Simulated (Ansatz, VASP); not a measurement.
## One calculation of TiAl, two programs

INCAR

```
  PREC = Accurate
  ENCUT = 520
  EDIFF = 1E-6
  ISMEAR = 0
  SIGMA = 0.15
  LREAL = False
  LASPH = True
  NELM = 80
  ALGO = Fast
  ISIF = 2
  LWAVE = False
  LCHARG = True
  GGA = PS
  LELF = True
  LVHAR = True
  NBANDS = 14
```

The input KPOINTS:

```
Automatic mesh
0
Gamma
  18 18 10
```

Contents of POSCAR:

```
TiAl
1.0
    2.8672622327      0.0000000000      0.0000000000
   -1.4336311163      2.5265765667      0.0000000000
    0.0000000000      0.0000000000      4.6780830000
Ti Al
1 1
Direct
    0.0000000000      0.0000000000      0.0000000000
    0.3333333333      0.6666666667      0.5000000000
```

Input for Ansatz:

```yaml
crystal:
  lattice:
    - [2.8672622327, 0.0, 0.0]
    - [-1.4336311163, 2.5265765667, 0.0]
    - [0.0, 0.0, 4.678083]
  atoms:
    - { symbol: Ti, position: [0.0, 0.0, 0.0] }
    - { symbol: Al, position: [0.3333333333, 0.6666666667, 0.5] }
basis:
  ecutwfc: 420
kpoints:
  mp_grid: { grid: [18, 18, 10] }
hamiltonian:
  xc: pbesol
scf:
  occupations: { method: gaussian, width: 0.15 }
output:
  forces: true
  stress: true
  eigenvalues: true
```

Change from the starting cell: strain +0.0175 x Voigt [0, 1, 0, 0, 0, 0], atoms carried along.

Alike in both runs: task single point; functional PBEsol; k mesh 18 × 18 × 10; occupations gaussian, width 0.15 eV; no spin polarisation.

|  | VASP | Ansatz |
| --- | --- | --- |
| version | VASP 6.6.1 | Ansatz 0.2.0 |
| potentials or method | VASP PAW PBE potentials, release 64 (Ti_sv, Al), cutoff 520 eV | scalar-relativistic, plane waves, PAW |
| valence electrons in the cell | 15 | 15 |

|  | VASP | Ansatz | Ansatz less VASP |
| --- | --- | --- | --- |
| gap on the k mesh at the Fermi level (eV) | none | none | - |
| pressure (GPa) | -4.3 | -4.4 | -0.10 |
| traceless stress, the component that is largest in VASP (GPa) | 0.86 | 0.89 | +0.033 |
| rms of the force components (eV/Å) | 0.028 | 0.028 | -0.0002 |

VASP's potentials were made for PBE, not for PBEsol. Atom by atom the forces differ by 0.000 eV/Å (rms over components). A gap of «none» marks a metal or a gap that the smearing closes. The functional is the same, so the differences come from potentials, cutoffs and numerics.
